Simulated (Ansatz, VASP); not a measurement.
# Hf in VASP and in Ansatz

```
Hf
1.0
     3.19670    0.00000    0.00000
    -1.59835    2.76842    0.00000
     0.00000    0.00000    5.43713
Hf
2
Direct
  0.33333 0.66667 0.25000
  0.66667 0.33333 0.75000
```

Change from the starting cell: strain +0.0750 x Voigt [0, 0, 1, 0, 0, 0], atoms carried along.

Alike in both runs: task single point; functional PBEsol; k mesh 18 × 18 × 10; occupations gaussian, width 0.15 eV; no spin polarisation.

```csv
,VASP,Ansatz
version,VASP 6.6.1,Ansatz 0.2.0
potentials or method,"VASP PAW PBE potentials, release 64 (Hf_pv), cutoff 520 eV","scalar-relativistic, plane waves, PAW"
valence electrons in the cell,20,52
```

VASP gave:

- gap on the k mesh at the Fermi level (eV): none
- pressure (GPa): -10.4
- traceless stress, the component that is largest in VASP (GPa): -4.93

**Question.** Estimate Ansatz's values.

**Answer.** gap on the k mesh at the Fermi level (eV): none; pressure (GPa): -10.1; traceless stress, the component that is largest in VASP (GPa): -4.92.

VASP's potentials were made for PBE, not for PBEsol. A gap of «none» marks a metal or a gap that the smearing closes. VASP's potentials hold 20 valence electrons a cell and Ansatz's 52, so a difference there can come from the potentials and not from the codes.

Neither program's run includes spin-orbit coupling.
